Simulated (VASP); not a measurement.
Here is a VASP 6.6.1 calculation.

POSCAR

```
Sb
1.0
    2.1712680226      1.2535821773      3.7877750740
   -2.1712680226      1.2535821773      3.7877750740
    0.0000000000     -2.5071643546      3.7877750740
Sb
2
Direct
    0.2309330096      0.2309330096      0.2309330096
    0.7690669904      0.7690669904      0.7690669904
```

Contents of INCAR.step1:

```
PREC = Accurate
ENCUT = 520
ISMEAR = -1
SIGMA = 0.02
LREAL = False
LASPH = True
NELM = 60
NBANDS = 12
GGA = PE
ALGO = Normal
EDIFF = 1E-4
LWAVE = True
LCHARG = False
```

INCAR.step2

```
PREC = Accurate
ENCUT = 520
EDIFF = 1E-6
ISMEAR = -1
SIGMA = 0.02
LREAL = False
LASPH = True
NELM = 60
ALGO = Normal
ISIF = 2
LWAVE = False
LCHARG = False
METAGGA = R2SCAN
LMIXTAU = True
NBANDS = 12
ISTART = 1
```

The input KPOINTS:

```
regular mesh
0
Gamma
  6 6 6
```

Potentials or basis: VASP PAW PBE potentials, release 64 (Sb).

Run with:

```sh
$ cat potpaw_PBE.64/Sb/POTCAR > POTCAR
$ cp INCAR.step1 INCAR
$ mpirun -np 1 vasp_std > vasp.out
$ cp INCAR.step2 INCAR
$ mpirun -np 1 vasp_std > vasp.out
```

(1) Predict the pressure.

(2) What does it give for the band gap on the k mesh?

Answers

(1) 1.3 GPa.

(2) zero (bands 5 and 6 overlap by 0.18 eV).

Caveat: the PAW data sets were made with another functional, which shifts forces and pressure a little; spin-orbit coupling is left out, which moves the levels of the heavy elements.
